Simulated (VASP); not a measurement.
**RbBr: single point with PBEsol**

Crystal: RbBr.

```
Rb Br
1.0
     0.00000    3.86950    3.86950
     3.86950    0.00000    3.86950
     3.86950    3.86950    0.00000
Rb Br
1 1
Direct
  0.00000 0.00000 0.00000
  0.25000 0.25000 0.25000
```

* Program: VASP 6.6.1
* Task: single point
* Functional: PBEsol
* Potentials or basis: VASP PAW PBE potentials, release 64 (Rb_sv, Br)
* Cutoff: 500 eV
* k mesh: 4 × 4 × 4
* Occupations: methfessel-paxton, width 0.2 eV
* Spin: no spin polarisation

* Pressure: -0.3 GPa
* Band gap on the k mesh: 4.12 eV, indirect (least direct gap 4.21 eV)

Levels at points of the mesh, in eV from the valence-band top:
```csv
k point,band 5,band 6,band 7,band 8,band 9,band 10,band 11,band 12
"(0.00, 0.00, 0.00)",-8.67,-0.09,-0.09,-0.09,4.12,8.15,8.15,9.14
"(0.50, 0.00, 0.00)",-8.62,-0.30,-0.04,-0.04,6.29,6.57,7.82,7.82
"(0.50, 0.50, 0.00)",-8.58,-0.40,0.00,0.00,6.00,6.75,8.44,8.91
```

It took 29 s on 1 thread of Intel Xeon 8259CL (shared host), peak memory 0.23 GiB.

Caveat: the PAW data sets were made with another functional, which shifts forces and pressure a little. A k mesh can miss the band edges.
